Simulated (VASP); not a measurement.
Here is a VASP 6.6.1 calculation.

POSCAR

```
AlCu
1.0
    2.9975090000      0.0000000000      0.0000000000
    0.0000000000      2.9975090000      0.0000000000
    0.0000000000      0.0000000000      2.9975090000
Al Cu
1 1
Direct
    0.0000000000      0.0000000000      0.0000000000
    0.5000000000      0.5000000000      0.6251038779
```

Contents of INCAR.step1:

```
SYSTEM = AlCu
PREC = Accurate
ENCUT = 520
ISMEAR = 0
SIGMA = 0.15
LREAL = .FALSE.
LASPH = .TRUE.
NELM = 80
NBANDS = 14
GGA = PE
ALGO = Normal
EDIFF = 1E-4
LWAVE = .TRUE.
LCHARG = .FALSE.
```

INCAR.step2

```
SYSTEM = AlCu
PREC = Accurate
ENCUT = 520
EDIFF = 1E-6
ISMEAR = 0
SIGMA = 0.15
LREAL = .FALSE.
LASPH = .TRUE.
NELM = 80
ALGO = Normal
ISIF = 2
LWAVE = .FALSE.
LCHARG = .FALSE.
METAGGA = R2SCAN
LMIXTAU = .TRUE.
NBANDS = 14
ISTART = 1
```

The input KPOINTS:

```
regular mesh
0
G
  16 16 16
  0 0 0
```

Potentials or basis: VASP PAW PBE potentials, release 64 (Al, Cu).

Run with:

```bash
$ cat potpaw_PBE.64/Al/POTCAR potpaw_PBE.64/Cu/POTCAR > POTCAR
$ cp INCAR.step1 INCAR
$ mpirun -np 1 vasp_std > vasp.out
$ cp INCAR.step2 INCAR
$ mpirun -np 1 vasp_std > vasp.out
```

Q: Predict the largest force.

A: 1.478 eV/Å.

Q: What does it give for the pressure?

A: 1.3 GPa.

Forces in eV/Å, atoms in the order of the input:
```
Al   0.000  0.000  1.478
Cu   0.000  0.000 -1.478
```

Caveat: the cell differs from its parent crystal (all Cu atoms moved +0.375 Å, as atom 2 along Cartesian [0 0 1]); the PAW data sets were made with another functional, which shifts forces and pressure a little.
